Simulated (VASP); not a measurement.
Al3GaSb4, 8 atoms in the cell. Symmetry: I-42m, No. 121, tetragonal system. Conventional cell: a = 6.228 Å, b = 6.228 Å, c = 12.456 Å, α = 90.00°, β = 90.00°, γ = 90.00°. Within 3.6 Å of Al (site symmetry -4) lie 4 Sb at 2.70 Å. Al (site symmetry -42m) has 4 Sb at 2.70 Å within 3.6 Å. Within 3.5 Å of Sb (site symmetry m) lie 1 Ga at 2.69 Å and 3 Al at 2.70 Å. Ga (site symmetry -42m) has 4 Sb at 2.69 Å within 3.5 Å. 

* Program: VASP 6.6.1
* Task: single point
* Functional: r2SCAN
* Potentials or basis: VASP PAW PBE potentials, release 64 (Al, Sb, Ga_d)
* Cutoff: 550 eV
* k mesh: 6 × 6 × 6
* Occupations: gaussian, width 0.01 eV
* Spin: no spin polarisation
* Dipole correction: no
* Further INCAR settings: ALGO = Normal; EDIFF = 1e-06; NBANDS = 31

Potentials or basis: VASP PAW PBE potentials, release 64 (Al, Sb, Ga_d).

The run is started by

```sh
$ cat potpaw_PBE.64/Al/POTCAR potpaw_PBE.64/Sb/POTCAR potpaw_PBE.64/Ga_d/POTCAR > POTCAR
$ cp INCAR.step1 INCAR
$ mpirun -np 1 vasp_std > vasp.out
$ cp INCAR.step2 INCAR
$ mpirun -np 1 vasp_std > vasp.out
```

Hardware: 1 thread of Intel Xeon 8259CL (shared host).

Problem. How long does it take, and how much memory?

Solution. Wall time 43 min on 1 thread of Intel Xeon 8259CL, on a shared host, peak memory 0.69 GiB. Counts: k points 30.
